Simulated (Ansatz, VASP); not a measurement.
# Ge: VASP beside Ansatz

```
Ge
1.0
     0.00000    2.63667    3.16295
     2.63667    0.00000    3.16295
     2.63667    2.63667    0.00000
Ge
2
Direct
  0.50000 0.50000 0.50000
  0.75000 0.75000 0.75000
```

Alike in both runs: task single point; functional PBE; k mesh 14 × 14 × 14; occupations gaussian, width 0.15 eV; no spin polarisation.

|  | VASP | Ansatz |
| --- | --- | --- |
| version | VASP 6.6.1 | Ansatz 0.2.0 |
| potentials or method | VASP PAW PBE potentials, release 64 (Ge_d), cutoff 520 eV | scalar-relativistic, plane waves, PAW |
| valence electrons in the cell | 28 | 28 |

VASP gave:

```
gap on the k mesh at the Fermi level (eV)                     : none
pressure (GPa)                                                : 5.9
traceless stress, the component that is largest in VASP (GPa) : -10.26
```

Which values does Ansatz return?

gap on the k mesh at the Fermi level (eV): none; pressure (GPa): 6.0; traceless stress, the component that is largest in VASP (GPa): -10.22.

A gap of «none» marks a metal or a gap that the smearing closes. The functional is the same, so the differences come from potentials, cutoffs and numerics.
